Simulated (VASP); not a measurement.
A run of VASP 6.6.1 is set up as follows.

INCAR

```
SYSTEM = RbAg4
ALGO = Fast ; EDIFF = 1E-7
ENCUT = 520 ; GGA = PE
ISIF = 2 ; ISMEAR = 0
LASPH = .TRUE. ; LCHARG = .FALSE.
LREAL = .FALSE. ; LWAVE = .FALSE.
NBANDS = 34 ; NELM = 100
PREC = Accurate ; SIGMA = 0.1
```

The input KPOINTS:

```
k-points
0
G
  6 6 6
  0 0 0
```

Contents of POSCAR:

```
RbAg4
1.0
    5.6175707872      0.0000000000      0.0000000000
   -2.8087853936      4.8649590093      0.0000000000
    0.0000000000      0.0000000000      6.4876882674
Rb Ag
1 4
Direct
    0.0000000000      0.0000000000      0.5000000000
    0.5000000000      0.0000000000      0.0000000000
    0.0000000000      0.5000000000      0.0000000000
    0.5000000000      0.5000000000      0.0000000000
    0.0000000000      0.0000000000      0.0000000000
```

Potentials or basis: VASP PAW PBE potentials, release 64 (Rb_sv, Ag).

The run is started by

```bash
$ cat potpaw_PBE.64/Rb_sv/POTCAR potpaw_PBE.64/Ag/POTCAR > POTCAR
$ mpirun -np 1 vasp_std > vasp.out
```

What does it give for the band gap on the k mesh?

Zero (an odd number of electrons rules out a gap without spin polarisation).

What does it give for the pressure?

0.0 GPa.
